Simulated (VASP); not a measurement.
# NaCl (Fm-3m) in VASP: settings compared

NaCl is run at these levels: PBEsol-based screened hybrid with 25 % exact exchange, HSE06, r2SCAN; tasks: single point, relaxation of cell and atoms.

Everything below comes from runs of VASP 6.6.1. Logs are shortened: lines on timing, memory, paths and dates and some standing lists are left out, and cuts for length are marked.

### 1 The cell of the first run

Symmetry: Fm-3m, No. 225, cubic system. Conventional cell: a = 5.588 Å, b = 5.588 Å, c = 5.588 Å, α = 90.00°, β = 90.00°, γ = 90.00°. Within 3.7 Å of Cl (site symmetry m-3m) lie 6 Na at 2.79 Å. Within 3.7 Å of Na (site symmetry m-3m) lie 6 Cl at 2.79 Å.

### 2 Single point, PBEsol-based screened hybrid with 25 % exact exchange

POSCAR reads:

```
NaCl
1.0
    0.0000000000      2.7940632177      2.7940632177
    2.7940632177      0.0000000000      2.7940632177
    2.7940632177      2.7940632177      0.0000000000
Cl Na
1 1
Direct
    0.5000000000      0.5000000000      0.5000000000
    0.0000000000      0.0000000000      0.0000000000
```

INCAR.step1 reads:

```
PREC = Accurate
ENCUT = 520
EDIFF = 1E-5
ISMEAR = -1
SIGMA = 0.05
LREAL = F
LASPH = T
NELM = 60
ALGO = Normal
ISIF = 2
LWAVE = T
GGA = PE
NBANDS = 14
```

INCAR.step2 reads:

```
PREC = Accurate
ENCUT = 520
EDIFF = 1E-7
ISMEAR = -1
SIGMA = 0.05
LREAL = F
LASPH = T
NELM = 60
ALGO = Normal
ISIF = 2
LWAVE = F
LCHARG = T
GGA = PS
LHFCALC = T
AEXX = 0.25
HFSCREEN = 0.207
PRECFOCK = Normal
LELF = T
LVHAR = T
ISTART = 1
NBANDS = 14
```

KPOINTS reads:

```
regular mesh
0
Gamma
  4 4 4
```

Potentials or basis: VASP PAW PBE potentials, release 64 (Cl, Na_pv).

Run with:

```console
$ cat potpaw_PBE.64/Cl/POTCAR potpaw_PBE.64/Na_pv/POTCAR > POTCAR
$ cp INCAR.step1 INCAR
$ mpirun -np 1 vasp_std > vasp.out
$ cp INCAR.step2 INCAR
$ mpirun -np 1 vasp_std > vasp.out
```

OUTCAR:

```text
PREC = Accurate
   ENCUT = 520
   EDIFF = 1E-7
   ISMEAR = -1
   LREAL = F
   LASPH = T
   NELM = 60
   ISIF = 2
   GGA = PS
   LHFCALC = T
   AEXX = 0.25
   HFSCREEN = 0.207
   PRECFOCK = Normal
   ISTART = 1

 ion  position               nearest neighbor table
   1  0.500  0.500  0.500-
   2  0.000  0.000  0.000-

  LATTYP: Found a face centered cubic cell.
 ALAT       =     5.5881264354

  Lattice vectors:

 A1 = (   0.0000000000,   2.7940632177,   2.7940632177)
 A2 = (   2.7940632177,   0.0000000000,   2.7940632177)
 A3 = (   2.7940632177,   2.7940632177,   0.0000000000)

Analysis of symmetry for initial positions (statically):
=====================================================================
 Subroutine PRICEL returns:
 Original cell was already a primitive cell.

 Routine SETGRP: Setting up the symmetry group for a
 face centered cubic supercell.

 Subroutine GETGRP returns: Found 48 space group operations
 (whereof 48 operations were pure point group operations)
 out of a pool of 48 trial point group operations.

The static configuration has the point symmetry O_h .

Analysis of symmetry for dynamics (positions and initial velocities):
=====================================================================
 Subroutine PRICEL returns:
 Original cell was already a primitive cell.

 Routine SETGRP: Setting up the symmetry group for a
 face centered cubic supercell.

 Subroutine GETGRP returns: Found 48 space group operations
 (whereof 48 operations were pure point group operations)
 out of a pool of 48 trial point group operations.

The dynamic configuration has the point symmetry O_h .

 Subroutine INISYM returns: Found 48 space group operations
 (whereof 48 operations are pure point group operations),
 and found     1 'primitive' translations

----------------------------------------------------------------------------------------

                                     Primitive cell

  volume of cell :      43.6253

  direct lattice vectors                    reciprocal lattice vectors
     0.000000000  2.794063218  2.794063218    -0.178950854  0.178950854  0.178950854
     2.794063218  0.000000000  2.794063218     0.178950854 -0.178950854  0.178950854
     2.794063218  2.794063218  0.000000000     0.178950854  0.178950854 -0.178950854

  length of vectors
     3.951402097  3.951402097  3.951402097     0.309951972  0.309951972  0.309951972

  position of ions in fractional coordinates (direct lattice)
     0.500000000  0.500000000  0.500000000
     0.000000000  0.000000000  0.000000000

  ion indices of the primitive-cell ions
   primitive index   ion index
                 1           1
                 2           2

----------------------------------------------------------------------------------------

 KPOINTS: regular mesh

Automatic generation of k-mesh.
 Grid dimensions read from file:
 generate k-points for:    4    4    4

 Generating k-lattice:

  Cartesian coordinates                     Fractional coordinates (reciprocal lattice)
    -0.044737714  0.044737714  0.044737714     0.250000000  0.000000000  0.000000000
     0.044737714 -0.044737714  0.044737714     0.000000000  0.250000000  0.000000000
     0.044737714  0.044737714 -0.044737714     0.000000000  0.000000000  0.250000000

  Length of vectors
     0.077487993  0.077487993  0.077487993

  Shift w.r.t. Gamma in fractional coordinates (k-lattice)
     0.000000000  0.000000000  0.000000000

 Subroutine IBZKPT returns following result:
 ===========================================

 Found      8 irreducible k-points:

 Following reciprocal coordinates:
            Coordinates               Weight
  0.000000  0.000000  0.000000      1.000000
  0.250000  0.000000  0.000000      8.000000
  0.500000  0.000000  0.000000      4.000000
  0.250000  0.250000  0.000000      6.000000
  0.500000  0.250000  0.000000     24.000000
 -0.250000  0.250000  0.000000     12.000000
  0.500000  0.500000  0.000000      3.000000
 -0.250000  0.500000  0.250000      6.000000
   k-points           NKPTS =      8   k-points in BZ     NKDIM =     64   number of bands    NBANDS=     14
   number of dos      NEDOS =    301   number of ions     NIONS =      2
   total plane-waves  NPLWV =  27000
   dimension x,y,z NGX =    30 NGY =   30 NGZ =   30
   dimension x,y,z NGXF=    60 NGYF=   60 NGZF=   60
   ions per type =               1   1
   NGX,Y,Z   is equivalent  to a cutoff of  12.62, 12.62, 12.62 a.u.
   NGXF,Y,Z  is equivalent  to a cutoff of  25.24, 25.24, 25.24 a.u.
 SYSTEM =  unknown system
   PREC   = accura    normal or accurate (medium, high low for compatibility)
   ISTART =      1    job   : 0-new  1-cont  2-samecut
   ICHARG =      0    charge: 1-file 2-atom 10-const
   ISPIN  =      1    spin polarized calculation?
   LNONCOLLINEAR =      F non collinear calculations
   LSORBIT =      F    spin-orbit coupling
   LASPH  =      T    aspherical Exc in radial PAW
   ENCUT  =  520.0 eV  38.22 Ry    6.18 a.u.   7.35  7.35  7.35*2*pi/ulx,y,z
   NELM   =     60;   NELMIN=  2; NELMDL=  0     # of ELM steps
   EDIFF  = 0.1E-06   stopping-criterion for ELM
   LREAL  =      F    real-space projection
   EDIFFG = 0.1E-05   stopping-criterion for IOM
   NSW    =      0    number of steps for IOM
   IBRION =     -1    ionic relax: 0-MD 1-quasi-New 2-CG
   NFREE  =      0    steps in history (QN), initial steepest desc. (CG)
   ISIF   =      2    stress and relaxation
   ISYM   =      3    0-nonsym 1-usesym 2-fastsym
   POTIM  = 0.5000    time-step for ionic-motion
   TEBEG  =    0.0;   TEEND  =   0.0 temperature during run
   PSTRESS=    0.0 pullay stress
   NELECT =      14.0000    total number of electrons
   NUPDOWN=      -1.0000    fix difference up-down
   EMIN   =  10.00;   EMAX   =-10.00  energy-range for DOS
   EFERMI =   0.00;   METHOD = LEGACY
   ISMEAR =    -1;   SIGMA  =   0.05  broadening in eV -4-tet -1-fermi 0-gaus
   EFERMI_NEDOS =   21; number of points for ismear=-14 and -15
   IALGO  =     38    algorithm
   IMIX   =      1    mixing-type and parameters
     AMIX     =   0.40;   BMIX     =  1.00
     AMIX_MAG =   1.60;   BMIX_MAG =  1.00
  volume/ion in A,a.u.               =      21.81       147.20
  Fermi-wavevector in a.u.,A,eV,Ry     =   1.120825  2.118053 17.092312  1.256249
  Thomas-Fermi vector in A             =   2.257475
   LORBIT       =      0    0 simple, 1 ext, 2 COOP (PROOUT), +10 PAW based schemes
   GGA     = PS    functional components
   LHFCALC =     T    Hartree Fock is set to
   PRECFOCK=normal    Normal, Fast or Accurate (Low or Medium for compatibility)
   ENCUT4O =  -1.0   cutoff for four orbital integrals eV
   NKREDX  =     1    reduce k-point grid by
   NKREDY  =     1    reduce k-point grid by
   NKREDZ  =     1    reduce k-point grid by
   AEXX    =    0.2500 exact exchange contribution
   HFSCREEN=    0.2070 screening length (either q_TF or 0.3 A-1)
   HFSCREENC=   0.2070 screening length for correlation (either q_TF or 0.3 A-1)
   ENCUTFOCK=  -1.0 apply spherical cutoff to Coloumb kernel
   IVDW    =     0    specifies the selected vdW correction
   LEPSILON=     F    determine dielectric tensor
   LRPA    =     F    only Hartree local field effects (RPA)
 non-spin polarized calculation
  energy-cutoff  :      520.00
  volume of cell :       43.63
 maximum number of plane-waves:      1211
 NGX is ok and might be reduce to    30
  NGX = 24; NGY = 24; NGZ = 24

 number of electron      14.0000007 magnetization

 Free energy of the ion-electron system (eV)
  ---------------------------------------------------
  ext. energy  EPLUGINS =         0.00000000
  ---------------------------------------------------
  free energy    TOTEN  =        -8.05733227 eV

  energy without entropy =       -8.05733227  energy(sigma->0) =       -8.05733227

 E-fermi :  -0.4320     XC(G=0):  -7.0334

 val. band max:       -1.6090315383   @ k =   0.0000   0.0000   0.0000
 cond. band min:       4.8229560433   @ k =   0.0000   0.0000   0.0000
 fundamental gap:      6.4319875816
 Fermi energy:        -0.4319830275

 k-point     1 :       0.0000    0.0000    0.0000
  band No.  band energies     occupation
      1     -24.3402      2.00000
      2     -24.3402      2.00000
      3     -24.3402      2.00000
      4     -15.5242      2.00000
      5      -1.6090      2.00000
      6      -1.6090      2.00000
      7      -1.6090      2.00000
      8       4.8230      0.00000
      9      10.9330      0.00000
     10      10.9330      0.00000
     11      10.9330      0.00000
     12      13.3450      0.00000
     13      13.3450      0.00000
     14      14.5536      0.00000

 k-point     2 :       0.2500    0.0000    0.0000
  band No.  band energies     occupation
      1     -24.3565      2.00000
      2     -24.3411      2.00000
      3     -24.3411      2.00000
      4     -15.3297      2.00000
      5      -2.8322      2.00000
      6      -1.7663      2.00000
      7      -1.7663      2.00000
      8       6.3422      0.00000
      9       9.8024      0.00000
     10      11.2798      0.00000
     11      11.2798      0.00000
     12      13.2690      0.00000
     13      13.2690      0.00000
     14      15.7245      0.00000

 k-point     3 :       0.5000    0.0000    0.0000
  band No.  band energies     occupation
      1     -24.3725      2.00000
      2     -24.3420      2.00000
      3     -24.3420      2.00000
      4     -15.1222      2.00000
      5      -3.7851      2.00000
      6      -1.9146      2.00000
      7      -1.9146      2.00000
      8       6.9014      0.00000
      9      10.7579      0.00000
     10      10.8611      0.00000
     11      10.8611      0.00000
     12      15.0147      0.00000
     13      16.4867      0.00000
     14      16.4867      0.00000

 k-point     4 :       0.2500    0.2500    0.0000
  band No.  band energies     occupation
      1     -24.3534      2.00000
      2     -24.3445      2.00000
      3     -24.3445      2.00000
      4     -15.2821      2.00000
      5      -2.7991      2.00000
      6      -1.9734      2.00000
      7      -1.9734      2.00000
      8       6.9225      0.00000
      9       8.7456      0.00000
     10      10.7811      0.00000
     11      12.4278      0.00000
     12      12.4278      0.00000
     13      14.2334      0.00000
     14      19.0493      0.00000

 k-point     5 :       0.5000    0.2500    0.0000
  band No.  band energies     occupation
      1     -24.3636      2.00000
      2     -24.3491      2.00000
      3     -24.3455      2.00000
      4     -15.0936      2.00000
      5      -3.3898      2.00000
      6      -2.4825      2.00000
      7      -2.1123      2.00000
      8       7.9092      0.00000
      9       9.1520      0.00000
     10       9.9986      0.00000
     11      12.2341      0.00000
     12      14.1686      0.00000
     13      16.5667      0.00000
     14      17.4494      0.00000

 k-point     6 :      -0.2500    0.2500    0.0000
  band No.  band energies     occupation
      1     -24.3624      2.00000
      2     -24.3500      2.00000
      3     -24.3420      2.00000
      4     -15.1441      2.00000
      5      -3.2449      2.00000
      6      -2.5127      2.00000
      7      -1.9162      2.00000
      8       8.0229      0.00000
      9       9.4409      0.00000
     10       9.9371      0.00000
     11      11.8339      0.00000
     12      13.1697      0.00000
     13      15.9052      0.00000
     14      17.0102      0.00000

 k-point     7 :       0.5000    0.5000    0.0000
  band No.  band energies     occupation
      1     -24.3621      2.00000
      2     -24.3490      2.00000
      3     -24.3490      2.00000
      4     -15.0629      2.00000
      5      -3.5096      2.00000
      6      -2.2956      2.00000
      7      -2.2956      2.00000
      8       7.3674      0.00000
      9       7.6243      0.00000
     10      11.3368      0.00000
     11      14.9915      0.00000
     12      14.9915      0.00000
     13      15.5669      0.00000
     14      17.4041      0.00000

 k-point     8 :      -0.2500    0.5000    0.2500
  band No.  band energies     occupation
      1     -24.3555      2.00000
      2     -24.3555      2.00000
      3     -24.3511      2.00000
      4     -15.0431      2.00000
      5      -2.9673      2.00000
      6      -2.9673      2.00000
      7      -2.4599      2.00000
      8       8.7768      0.00000
      9       9.4682      0.00000
     10       9.4682      0.00000
     11      11.3408      0.00000
     12      15.9208      0.00000
     13      15.9208      0.00000
     14      16.6485      0.00000

------------------------ aborting loop because EDIFF is reached ----------------------------------------

  FORCE on cell =-STRESS in cart. coord.  units (eV):
  Direction    XX          YY          ZZ          XY          YZ          ZX
  --------------------------------------------------------------------------------------
  -------------------------------------------------------------------------------------
  Total        0.0016790      0.0016790      0.0016790      0.0000000      0.0000000      0.0000000
  in kB        0.0616624      0.0616624      0.0616624      0.0000000      0.0000000      0.0000000
  external PRESSURE =       0.0616624 kB  Pullay stress =       0.0000000 kB

 VOLUME and BASIS-vectors are now :
 -----------------------------------------------------------------------------
  energy-cutoff  :      520.00
  volume of cell :       43.63
      direct lattice vectors                 reciprocal lattice vectors
     0.000000000  2.794063218  2.794063218    -0.178950854  0.178950854  0.178950854
     2.794063218  0.000000000  2.794063218     0.178950854 -0.178950854  0.178950854
     2.794063218  2.794063218  0.000000000     0.178950854  0.178950854 -0.178950854

 POSITION                                       TOTAL-FORCE (eV/Angst)
 -----------------------------------------------------------------------------------
      2.79406      2.79406      2.79406         0.000000     -0.000000      0.000000
      0.00000      0.00000      0.00000        -0.000000      0.000000     -0.000000
 -----------------------------------------------------------------------------------
    total drift:                                0.000004      0.000005      0.000006

  FREE ENERGIE OF THE ION-ELECTRON SYSTEM (eV)
  ---------------------------------------------------
  free  energy   TOTEN  =        -8.0573322722 eV

  energy  without entropy=       -8.0573322722  energy(sigma->0) =       -8.05733227
```

Wall time 7 min (1 thread of Intel Xeon Platinum 8259CL at 2.50GHz (Skylake/Cascade Lake), shared host); peak memory 0.26 GiB.

What came out:

* Free energy: -8.0573 eV
* Pressure: 0.0 GPa
* Band gap on the k mesh: 6.43 eV

Levels at points of the mesh, in eV from the valence-band top:
| k point | band 4 | band 5 | band 6 | band 7 | band 8 | band 9 | band 10 | band 11 |
| --- | --- | --- | --- | --- | --- | --- | --- | --- |
| (0.00, 0.00, 0.00) | -13.92 | 0.00 | 0.00 | 0.00 | 6.43 | 12.54 | 12.54 | 12.54 |
| (0.50, 0.00, 0.00) | -13.51 | -2.18 | -0.31 | -0.31 | 8.51 | 12.37 | 12.47 | 12.47 |
| (0.50, 0.50, 0.00) | -13.45 | -1.90 | -0.69 | -0.69 | 8.98 | 9.23 | 12.95 | 16.60 |

Caveat: the k points lie up to 0.49 Å⁻¹ apart; the PAW data sets were made with another functional, which shifts forces and pressure a little.

(Continued in part 2 of 3.)
